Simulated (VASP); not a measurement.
A run of VASP 6.6.1:

Contents of POSCAR:

```
Rb
1.0
   -2.8677202310      2.8677202310      2.8677202310
    2.8677202310     -2.8677202310      2.8677202310
    2.8677202310      2.8677202310     -2.8677202310
Rb
1
Direct
    0.0000000000      0.0000000000      0.0000000000
```

Contents of INCAR.step1:

```
SYSTEM = Rb
PREC = Accurate
ENCUT = 520
ISMEAR = -1
SIGMA = 0.6
LREAL = .False.
LASPH = .True.
NELM = 60
NBANDS = 10
GGA = PE
ALGO = Normal
EDIFF = 1E-4
LWAVE = .True.
LCHARG = .False.
```

Contents of INCAR.step2:

```
SYSTEM = Rb
PREC = Accurate
ENCUT = 520
EDIFF = 1E-7
ISMEAR = -1
SIGMA = 0.6
LREAL = .False.
LASPH = .True.
NELM = 60
ALGO = Normal
ISIF = 2
LWAVE = .False.
LCHARG = .False.
METAGGA = R2SCAN
LMIXTAU = .True.
NBANDS = 10
ISTART = 1
```

Contents of KPOINTS:

```
Automatic mesh
0
Gamma
  8 8 8
  0 0 0
```

Potentials or basis: VASP PAW PBE potentials, release 64 (Rb_sv).

Run with:

```bash
$ cat potpaw_PBE.64/Rb_sv/POTCAR > POTCAR
$ cp INCAR.step1 INCAR
$ mpirun -np 1 vasp_std > vasp.out
$ cp INCAR.step2 INCAR
$ mpirun -np 1 vasp_std > vasp.out
```

Hardware: 1 thread of Intel(R) Xeon(R) 6975P-C (Granite Rapids), on a shared host.

Q: Estimate the wall time of this run.

A: Wall time 68 s on 1 thread of Intel(R) Xeon(R) 6975P-C (Granite Rapids), with other jobs on the host, peak memory 0.24 GiB. Counts: k points 29.
